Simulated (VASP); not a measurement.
Wanted: the native input for a VASP 6.6.1 run.

```
Task                   : single point
Functional             : PBE
Potentials or basis    : VASP PAW PBE potentials, release 64 (Na_pv, F)
Cutoff                 : 520 eV
k mesh                 : 10 × 10 × 10
Occupations            : fermi-dirac, width 0.02 eV
Spin                   : no spin polarisation
Dipole correction      : no
Further INCAR settings : ALGO = Normal; EDIFF = 1e-06; NBANDS = 14
```

The structure of NaF lies in POSCAR:

```
NaF
1.0
    2.7934851994      0.0000000000      0.0000000000
    0.0000000000      2.7934851994      0.0000000000
    0.0000000000      0.0000000000      2.8686299512
Na F
1 1
Direct
    0.0000000000      0.0000000000      0.0000000000
    0.5000000000      0.5000000000      0.5000000000
```

This cell differs from its parent crystal: uniaxial z strain +2.7%.

These files were run (other wordings do the same):

INCAR

```
  ALGO = Normal
  EDIFF = 1E-6
  ENCUT = 520
  GGA = PE
  ISIF = 2
  ISMEAR = -1
  LASPH = True
  LCHARG = False
  LREAL = False
  LWAVE = False
  NBANDS = 14
  NELM = 60
  PREC = Accurate
  SIGMA = 0.02
```

KPOINTS

```
k-points
0
Gamma
  10 10 10
```

Potentials or basis: VASP PAW PBE potentials, release 64 (Na_pv, F).

Run with:

```bash
$ cat potpaw_PBE.64/Na_pv/POTCAR potpaw_PBE.64/F/POTCAR > POTCAR
$ mpirun -np 1 vasp_std > vasp.out
```

It gave:

```
Pressure               : 2.5 GPa
Band gap on the k mesh : 5.89 eV, indirect (least direct gap 6.20 eV)
```

Caveat: the cell differs from its parent crystal (uniaxial z strain +2.7%).

Run time: 9.8 s on 1 thread of Intel(R) Xeon(R) 6975P-C (Granite Rapids), with other jobs on the host, peak memory 0.15 GiB.
